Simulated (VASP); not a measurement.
Crystal: Ga4SbAs3.

```xyz
8
Lattice="3.9676 0.0000 0.0000 0.0000 3.9676 5.6110 0.0000 -3.9676 5.6110" Properties=species:S:1:pos:R:3 pbc="T T T"
As    0.0000    0.0000    0.0000
As    1.9838   -1.9838    2.8055
As    1.9838    1.9838    2.8055
Sb    0.0000    0.0000    5.6110
Ga    1.9838    0.0000    9.8192
Ga    0.0000    1.9838    7.0137
Ga    0.0000   -1.9838    7.0137
Ga    1.9838    0.0000    4.2082
```

- Program: VASP 6.6.1
- Task: relaxation of cell and atoms
- Functional: PBE
- Potentials or basis: VASP PAW PBE potentials, release 64 (As, Sb, Ga_d)
- Cutoff: 600 eV
- k mesh: 6 × 4 × 4
- Occupations: fermi-dirac, width 0.02 eV
- Spin: no spin polarisation

At the start: pressure 11.1 GPa; volume 22.08 Å³/atom.

Problem. How do energy, volume and symmetry change on relaxing?

Solution. Over 13 steps the energy falls by 124.2 meV/atom and the volume is 25.34 Å³/atom (+14.8 %); space group Amm2 (No. 38, to 0.1 Å) before and after.

Step by step:
```tsv
step	energy change (eV)	largest force (eV/Å)	pressure (GPa)	volume (Å³)
1	0.0000	1.8199	11.05	176.65
2	-0.8077	0.1515	-3.45	218.53
3	-0.9642	0.5373	-0.37	204.46
4	-0.9870	0.2399	-0.13	203.23
5	-0.9923	0.0635	0.17	202.06
6	-0.9926	0.0550	0.11	202.25
7	-0.9935	0.0300	-0.01	202.75
8	-0.9935	0.0299	0.01	202.75
9	-0.9936	0.0081	-0.04	202.84
10	-0.9936	0.0064	-0.02	202.85
11	-0.9936	0.0032	0.05	202.74
12	-0.9936	0.0063	0.00	202.76
13	-0.9936	0.0031	0.00	202.75
```

Final structure:
```
As Sb Ga
1.0
     4.15440    0.00000    0.00000
     0.00000    4.15606    5.87148
     0.00000   -4.15606    5.87148
As Sb Ga
3 1 4
Direct
  0.00000 0.00036 0.00036
  0.50000 0.00024 0.49960
  0.50000 0.49960 0.00024
  0.00000 0.50039 0.50039
  0.50000 0.87574 0.87574
  0.00000 0.88850 0.36966
  0.00000 0.36966 0.88850
  0.50000 0.36550 0.36550
```
